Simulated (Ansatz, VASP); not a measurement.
GaSb2: VASP beside Ansatz

Contents of INCAR:

```
ALGO     = Normal         # electronic algorithm
EDIFF    = 1E-7           # SCF threshold, eV
EDIFFG   = -0.04          # ionic threshold
ENCUT    = 600            # plane-wave cutoff, eV
GGA      = PE             # functional
IBRION   = 2              # ionic algorithm
ISIF     = 3              # what is computed and relaxed
ISMEAR   = 0              # smearing method
LASPH    = True           # aspherical terms in the spheres
LCHARG   = False          # write CHGCAR
LREAL    = False          # projectors in reciprocal space
LWAVE    = False          # write WAVECAR
NELM     = 60             # most SCF steps
NSW      = 90             # ionic steps
PREC     = Accurate       # precision mode
SIGMA    = 0.1            # smearing width, eV
```

KPOINTS

```
k-points
0
Gamma
  2 6 6
```

POSCAR

```
GaSb2
1.0
    8.2705738990      0.0000000000      0.0000000000
    0.0000000000      1.7427920638      2.6923775334
    0.0000000000     -1.7427920638      2.6923775334
Ga Sb
1 2
Direct
    0.0000000000      0.7249411736      0.7249411736
    0.3107557328      0.1394190400      0.1394190400
    0.6892442672      0.1394190400      0.1394190400
```

Input for Ansatz:

```yaml
crystal:
  lattice:
    - [8.270573899, 0.0, 0.0]
    - [0.0, 1.7427920638, 2.6923775334]
    - [0.0, -1.7427920638, 2.6923775334]
  atoms:
    - { symbol: Ga, position: [0.0, 0.7249411736, 0.7249411736] }
    - { symbol: Sb, position: [0.3107557328, 0.13941904, 0.13941904] }
    - { symbol: Sb, position: [0.6892442672, 0.13941904, 0.13941904] }
basis:
  ecutwfc: 420
kpoints:
  mp_grid: { grid: [2, 6, 6] }
hamiltonian:
  xc: pbe
scf:
  occupations: { method: gaussian, width: 0.1 }
  lower_state_search: "off"
output:
  forces: true
  stress: true
  eigenvalues: true
relax:
  adjacent_minimum: "off"
  f_tol: 0.04
  max_steps: 70
  cell: { stress_tol: 0.4 }
```

Change from the starting cell: the structure that the rattled cell fell into.

Alike in both runs: task relaxation of cell and atoms; functional PBE; k mesh 2 × 6 × 6; occupations gaussian, width 0.1 eV; no spin polarisation.

|  | VASP | Ansatz |
| --- | --- | --- |
| version | VASP 6.6.1 | Ansatz 0.2.0 |
| potentials or method | VASP PAW PBE potentials, release 64 (Ga_d, Sb), cutoff 600 eV | scalar-relativistic, plane waves, PAW |
| valence electrons in the cell | 23 | 43 |

Ansatz gave:

| Item | Value |
| --- | --- |
| gap on the k mesh at the Fermi level, each at its own relaxed structure (eV) | none |
| relaxed volume (Å³/atom) | 26.23 |
| relaxed length of the cell vector where the two differ most in proportion (Å) | 3.209 |

Task: What did VASP give for the same quantities?

Result: gap on the k mesh at the Fermi level, each at its own relaxed structure (eV): none; relaxed volume (Å³/atom): 26.18; relaxed length of the cell vector where the two differ most in proportion (Å): 3.179.

A gap of «none» marks a metal or a gap that the smearing closes. VASP's potentials hold 23 valence electrons a cell and Ansatz's 43, so a difference there can come from the potentials and not from the codes.

The k mesh is coarse, so the values compare programs but aren't converged. Neither program's run includes spin-orbit coupling.
